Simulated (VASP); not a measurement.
# Mo3C2 (P-3m1) in VASP: single point with LDA

Aim: the single point of Mo3C2 with LDA.

All numbers are computed with VASP 6.6.1; they aren't measurements. Logs are shortened: lines on timing, memory, paths and dates and some standing lists are left out, and cuts for length are marked.

**1. The cell of the first run**

Symmetry: P-3m1, No. 164, trigonal system. The conventional cell has a = 3.044 Å, b = 3.044 Å, c = 7.358 Å, α = 90.00°, β = 90.00°, γ = 120.00°. Mo (site symmetry 3m) has 3 C at 2.11 Å within 2.8 Å. Mo (site symmetry -3m) has 6 C at 2.20 Å within 2.9 Å. C (site symmetry 3m) has 6 Mo at 2.11 to 2.20 Å within 2.8 Å.

**2. Single point, LDA**

File POSCAR:

```
Mo3C2
1.0
    3.0441094900      0.0000000000      0.0000000000
   -1.5220547400      2.6362761500      0.0000000000
    0.0000000000      0.0000000000      7.3579400000
Mo C
3 2
Direct
    0.3333333300      0.6666666700      0.1614570000
    0.6666666700      0.3333333300      0.8385430000
    0.0000000000      0.0000000000      0.5000000000
    0.3333333300      0.6666666700      0.6808350000
    0.6666666700      0.3333333300      0.3191650000
```

File INCAR.step1:

```
PREC = Accurate
ENCUT = 520
EDIFF = 1E-6
ISMEAR = 1
SIGMA = 0.3
LREAL = False
LASPH = True
NELM = 100
ALGO = Normal
ISIF = 2
LWAVE = False
LCHARG = True
LMAXMIX = 4
NBANDS = 33
ISYM = 0
```

File KPOINTS.step1:

```
Automatic mesh
0
Gamma
  11 11 4
  0.5 0.5 0.5
```

File INCAR.step2:

```
PREC = Accurate
ENCUT = 520
EDIFF = 1E-6
ISMEAR = -5
SIGMA = 0.3
LREAL = False
LASPH = True
NELM = 100
ALGO = Normal
ISIF = 2
LWAVE = False
LCHARG = False
LMAXMIX = 4
LORBIT = 11
NEDOS = 1001
ICHARG = 11
ISYM = 0
```

File KPOINTS.step2:

```
Automatic mesh
0
Gamma
  17 17 6
```

Potentials or basis: VASP PAW LDA potentials, release 64 (Mo_sv, C).

The run is started by

```
cat potpaw_LDA.64/Mo_sv/POTCAR potpaw_LDA.64/C/POTCAR > POTCAR
cp INCAR.step1 INCAR
cp KPOINTS.step1 KPOINTS
mpirun -np 1 vasp_std > vasp.out
cp INCAR.step2 INCAR
cp KPOINTS.step2 KPOINTS
mpirun -np 1 vasp_std > vasp.out
```

OUTCAR:

```text
PREC = Accurate
   ENCUT = 520
   EDIFF = 1E-6
   ISMEAR = -5
   LREAL = False
   LASPH = True
   NELM = 100
   ISIF = 2
   LORBIT = 11
   ICHARG = 11
   ISYM = 0

 ion  position               nearest neighbor table
   1  0.333  0.667  0.161-   5 2.11   5 2.11   5 2.11   2 2.96   2 2.96   2 2.96   3 3.05   3 3.05
                             3 3.05
   2  0.667  0.333  0.839-   4 2.11   4 2.11   4 2.11   1 2.96   1 2.96   1 2.96   3 3.05   3 3.05
                             3 3.05
   3  0.000  0.000  0.500-   4 2.20   5 2.20   4 2.20   5 2.20   5 2.20   4 2.20   1 3.05   2 3.05
                             1 3.05   2 3.05   1 3.05   2 3.05
   4  0.333  0.667  0.681-   2 2.11   2 2.11   2 2.11   3 2.20   3 2.20   3 2.20
   5  0.667  0.333  0.319-   1 2.11   1 2.11   1 2.11   3 2.20   3 2.20   3 2.20

IMPORTANT INFORMATION: All symmetrisations will be switched off!
NOSYMM: (Re-)initialisation of all symmetry stuff for point group C_1.

----------------------------------------------------------------------------------------

                                     Primitive cell

  volume of cell :      59.0483

  direct lattice vectors                    reciprocal lattice vectors
     3.044109490  0.000000000  0.000000000     0.328503296  0.189661466  0.000000000
    -1.522054740  2.636276150  0.000000000     0.000000000  0.379322932  0.000000000
     0.000000000  0.000000000  7.357940000     0.000000000  0.000000000  0.135907605

  length of vectors
     3.044109490  3.044109487  7.357940000     0.379322932  0.379322932  0.135907605

  position of ions in fractional coordinates (direct lattice)
     0.333333330  0.666666670  0.161457000
     0.666666670  0.333333330  0.838543000
     0.000000000  0.000000000  0.500000000
     0.333333330  0.666666670  0.680835000
     0.666666670  0.333333330  0.319165000

  ion indices of the primitive-cell ions
   primitive index   ion index
                 1           1
                 2           2
                 3           3
                 4           4
                 5           5

----------------------------------------------------------------------------------------

 KPOINTS: Automatic mesh

Automatic generation of k-mesh.
 Grid dimensions read from file:
 generate k-points for:   17   17    6

 Generating k-lattice:

  Cartesian coordinates                     Fractional coordinates (reciprocal lattice)
     0.019323723  0.011156557  0.000000000     0.058823529  0.000000000  0.000000000
     0.000000000  0.022313114  0.000000000     0.000000000  0.058823529  0.000000000
     0.000000000  0.000000000  0.022651267     0.000000000  0.000000000  0.166666667

  Length of vectors
     0.022313114  0.022313114  0.022651267

  Shift w.r.t. Gamma in fractional coordinates (k-lattice)
     0.000000000  0.000000000  0.000000000

 TETIRR: Found   5200 inequivalent tetrahedra from    10404

 Subroutine IBZKPT returns following result:
 ===========================================

 Found    868 irreducible k-points:

 Following reciprocal coordinates:
            Coordinates               Weight
  0.000000  0.000000  0.000000      1.000000
  0.058824 -0.000000  0.000000      2.000000
  0.000000  0.058824  0.000000      2.000000
 -0.058824  0.058824  0.000000      2.000000
  0.117647  0.000000  0.000000      2.000000
  0.000000  0.117647  0.000000      2.000000
[... 16 lines left out ...]
  0.470588  0.000000  0.000000      2.000000
  0.000000  0.470588  0.000000      2.000000
 [... further k-points ...]
   k-points           NKPTS =    868   k-points in BZ     NKDIM =    868   number of bands    NBANDS=     30
   number of dos      NEDOS =   1001   number of ions     NIONS =      5
   total plane-waves  NPLWV =  32256
   dimension x,y,z NGX =    24 NGY =   24 NGZ =   56
   dimension x,y,z NGXF=    48 NGYF=   48 NGZF=  112
   ions per type =               3   2
   NGX,Y,Z   is equivalent  to a cutoff of  13.11, 13.11, 12.65 a.u.
   NGXF,Y,Z  is equivalent  to a cutoff of  26.21, 26.21, 25.31 a.u.
 SYSTEM =  unknown system
   PREC   = accura    normal or accurate (medium, high low for compatibility)
   ISTART =      0    job   : 0-new  1-cont  2-samecut
   ICHARG =     11    charge: 1-file 2-atom 10-const
   ISPIN  =      1    spin polarized calculation?
   LNONCOLLINEAR =      F non collinear calculations
   LSORBIT =      F    spin-orbit coupling
   LASPH  =      T    aspherical Exc in radial PAW
   ENCUT  =  520.0 eV  38.22 Ry    6.18 a.u.   5.66  5.66 13.68*2*pi/ulx,y,z
   NELM   =    100;   NELMIN=  2; NELMDL=  0     # of ELM steps
   EDIFF  = 0.1E-05   stopping-criterion for ELM
   LREAL  =      F    real-space projection
   EDIFFG = 0.1E-04   stopping-criterion for IOM
   NSW    =      0    number of steps for IOM
   IBRION =     -1    ionic relax: 0-MD 1-quasi-New 2-CG
   NFREE  =      0    steps in history (QN), initial steepest desc. (CG)
   ISIF   =      2    stress and relaxation
   ISYM   =      0    0-nonsym 1-usesym 2-fastsym
   POTIM  = 0.5000    time-step for ionic-motion
   TEBEG  =    0.0;   TEEND  =   0.0 temperature during run
   PSTRESS=    0.0 pullay stress
   NELECT =      50.0000    total number of electrons
   NUPDOWN=      -1.0000    fix difference up-down
   EMIN   =  10.00;   EMAX   =-10.00  energy-range for DOS
   EFERMI =   0.00;   METHOD = LEGACY
   ISMEAR =    -5;   SIGMA  =   0.30  broadening in eV -4-tet -1-fermi 0-gaus
   EFERMI_NEDOS =   21; number of points for ismear=-14 and -15
   IALGO  =     38    algorithm
   IMIX   =      4    mixing-type and parameters
     AMIX     =   0.40;   BMIX     =  1.00
     AMIX_MAG =   1.60;   BMIX_MAG =  1.00
  volume/ion in A,a.u.               =      11.81        79.70
  Fermi-wavevector in a.u.,A,eV,Ry     =   1.548801  2.926810 32.637456  2.398785
  Thomas-Fermi vector in A             =   2.653700
   LORBIT       =     11    0 simple, 1 ext, 2 COOP (PROOUT), +10 PAW based schemes
   GGA     = CA    functional components
   LHFCALC =     F    Hartree Fock is set to
   AEXX    =    0.0000 exact exchange contribution
   IVDW    =     0    specifies the selected vdW correction
   LEPSILON=     F    determine dielectric tensor
   LRPA    =     F    only Hartree local field effects (RPA)
 non-spin polarized calculation
 Fermi weights with tetrahedron method with Bloechl corrections
  energy-cutoff  :      520.00
  volume of cell :       59.05
 maximum number of plane-waves:      1606

 number of electron      49.9999992 magnetization

 Free energy of the ion-electron system (eV)
  ---------------------------------------------------
  ext. energy  EPLUGINS =         0.00000000
  ---------------------------------------------------
  free energy    TOTEN  =       -56.87951531 eV

  energy without entropy =      -56.87951531  energy(sigma->0) =      -56.87951531

 E-fermi :  12.1008     XC(G=0): -13.5039

 val. band max:       12.1863822549   @ k =  -0.0588   0.0588   0.0000
 cond. band min:      12.0541072994   @ k =   0.2353   0.0000   0.3333
 fundamental gap:     -0.1322749554
 Fermi energy:        12.1008259839

 k-point     1 :       0.0000    0.0000    0.0000
  band No.  band energies     occupation
      1     -49.7620      2.00000
      2     -48.8334      2.00000
      3     -48.7693      2.00000
      4     -24.2119      2.00000
      5     -23.7769      2.00000
      6     -23.7769      2.00000
[... 22 lines left out ...]
     29      12.7646      0.00000
     30      12.7646      0.00000

 k-point     2 :       0.0588   -0.0000    0.0000
  band No.  band energies     occupation
      1     -49.7597      2.00000
      2     -48.8307      2.00000
      3     -48.7675      2.00000
      4     -24.2076      2.00000
      5     -23.7992      2.00000
      6     -23.7817      2.00000
[... 22 lines left out ...]
     29      12.9304      0.00000
     30      12.9739      0.00000

 k-point     3 :       0.0000    0.0588    0.0000
  band No.  band energies     occupation
      1     -49.7597      2.00000
      2     -48.8307      2.00000
      3     -48.7675      2.00000
      4     -24.2076      2.00000
      5     -23.7992      2.00000
      6     -23.7817      2.00000
[... 22 lines left out ...]
     29      12.9304      0.00000
     30      12.9739      0.00000

 k-point     4 :      -0.0588    0.0588    0.0000
  band No.  band energies     occupation
      1     -49.7597      2.00000
      2     -48.8307      2.00000
      3     -48.7675      2.00000
      4     -24.2076      2.00000
      5     -23.7992      2.00000
      6     -23.7817      2.00000
[... 22 lines left out ...]
     29      12.9304      0.00000
     30      12.9739      0.00000

 k-point     5 :       0.1176    0.0000    0.0000
  band No.  band energies     occupation
      1     -49.7530      2.00000
      2     -48.8228      2.00000
      3     -48.7625      2.00000
      4     -24.1953      2.00000
      5     -23.8615      2.00000
      6     -23.7952      2.00000
[... 22 lines left out ...]
     29      13.2322      0.00000
     30      13.4153      0.00000
[... 526 lines left out ...]
     29      14.1449      0.00000
     30      14.3283      0.00000

 k-point    22 :      -0.4118    0.4118    0.0000
  band No.  band energies     occupation
      1     -49.6975      2.00000
      2     -48.7529      2.00000
      3     -48.7255      2.00000
      4     -24.3330      2.00000
      5     -24.0967      2.00000
      6     -23.9054      2.00000
[... 22 lines left out ...]
     29      14.1450      0.00000
     30      14.3298      0.00000

 k-point    23 :       0.4706    0.0000    0.0000
  band No.  band energies     occupation
      1     -49.6928      2.00000
      2     -48.7460      2.00000
      3     -48.7235      2.00000
      4     -24.3704      2.00000
      5     -24.0890      2.00000
      6     -23.9145      2.00000
[... 22 lines left out ...]
     29      14.2194      0.00000
     30      14.5893      0.00000

 k-point    24 :       0.0000    0.4706    0.0000
  band No.  band energies     occupation
      1     -49.6928      2.00000
      2     -48.7460      2.00000
      3     -48.7235      2.00000
      4     -24.3704      2.00000
      5     -24.0890      2.00000
      6     -23.9145      2.00000
[... 22 lines left out ...]
     29      14.2194      0.00000
     30      14.5960      0.00000

 [... further k-points ...]

------------------------ aborting loop because EDIFF is reached ----------------------------------------

  FORCE on cell =-STRESS in cart. coord.  units (eV):
  Direction    XX          YY          ZZ          XY          YZ          ZX
  --------------------------------------------------------------------------------------
  -------------------------------------------------------------------------------------
  Total       -5.6223206     -5.6228850     -5.7614052     -0.0004848      0.0013144     -0.0022957
  in kB     -152.5523061   -152.5676206   -156.3261341     -0.0131554      0.0356637     -0.0622901
  external PRESSURE =    -153.8153536 kB  Pullay stress =       0.0000000 kB

 VOLUME and BASIS-vectors are now :
 -----------------------------------------------------------------------------
  energy-cutoff  :      520.00
  volume of cell :       59.05
      direct lattice vectors                 reciprocal lattice vectors
     3.044109490  0.000000000  0.000000000     0.328503296  0.189661466  0.000000000
    -1.522054740  2.636276150  0.000000000     0.000000000  0.379322932  0.000000000
     0.000000000  0.000000000  7.357940000     0.000000000  0.000000000  0.135907605

 POSITION                                       TOTAL-FORCE (eV/Angst)
 -----------------------------------------------------------------------------------
     -0.00000      1.75752      1.18799        -0.000856      0.000492      0.478318
      1.52205      0.87876      6.16995         0.000856     -0.000491     -0.478313
      0.00000      0.00000      3.67897        -0.000001     -0.000001      0.000008
     -0.00000      1.75752      5.00954        -0.001065      0.000612      0.058340
      1.52205      0.87876      2.34840         0.001066     -0.000613     -0.058353
 -----------------------------------------------------------------------------------
    total drift:                               -0.000000     -0.000001     -0.000007

  FREE ENERGIE OF THE ION-ELECTRON SYSTEM (eV)
  ---------------------------------------------------
  free  energy   TOTEN  =       -56.8795153086 eV

  energy  without entropy=      -56.8795153086  energy(sigma->0) =      -56.87951531

 total charge

# of ion       s       p       d       tot
------------------------------------------
    1        2.317   6.216   3.984  12.517
    2        2.317   6.216   3.984  12.517
    3        2.284   6.244   3.979  12.507
    4        0.872   1.538   0.000   2.410
    5        0.872   1.538   0.000   2.410
--------------------------------------------------
tot          8.662  21.752  11.947  42.361
```

Wall time 20 min (1 thread of Intel Xeon Platinum 8488C (Sapphire Rapids), shared host); peak memory 1.1 GiB.

Results:

```
Valence electrons inside the program's atomic spheres : Mo 12.52, 12.51 (each value once); C 2.41
```

Caveat: so wide a smearing shifts energies and pressures; tetrahedron occupations give inexact forces and stress in metals.
